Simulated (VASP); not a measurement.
Here is a VASP 6.6.1 calculation.

The input INCAR:

```
  ALGO = Normal
  EDIFF = 1E-6
  ENCUT = 520
  ISIF = 2
  ISMEAR = -1
  LASPH = True
  LCHARG = False
  LREAL = False
  LWAVE = False
  NBANDS = 10
  NELM = 80
  PREC = Accurate
  SIGMA = 0.1
```

Contents of KPOINTS:

```
k-points
0
Gamma
  8 8 12
```

The input POSCAR:

```
Mg
1.0
    4.7961283315      0.0000000000      0.0000000000
   -2.3980641658      4.1535689749      0.0000000000
    0.0000000000      0.0000000000      2.9063623323
Mg
3
Direct
    1.0000000000      0.0000000000      0.0000000000
    0.3333333333      0.6666666667      0.5000000000
    0.6666666667      0.3333333333      0.5000000000
```

Potentials or basis: VASP PAW LDA potentials, release 64 (Mg).

Run with:

```console
$ cat potpaw_LDA.64/Mg/POTCAR > POTCAR
$ mpirun -np 1 vasp_std > vasp.out
```

Problem. Estimate the pressure.

Solution. 5.8 GPa.

Problem. Predict the band gap on the k mesh.

Solution. Zero (band 3 reaches 7.31 eV, above the bottom of band 4 at 2.45 eV).

Stress tensor (GPa, compression positive):
```
5.86 0.00 0.00
0.00 5.86 0.00
0.00 0.00 5.70
```
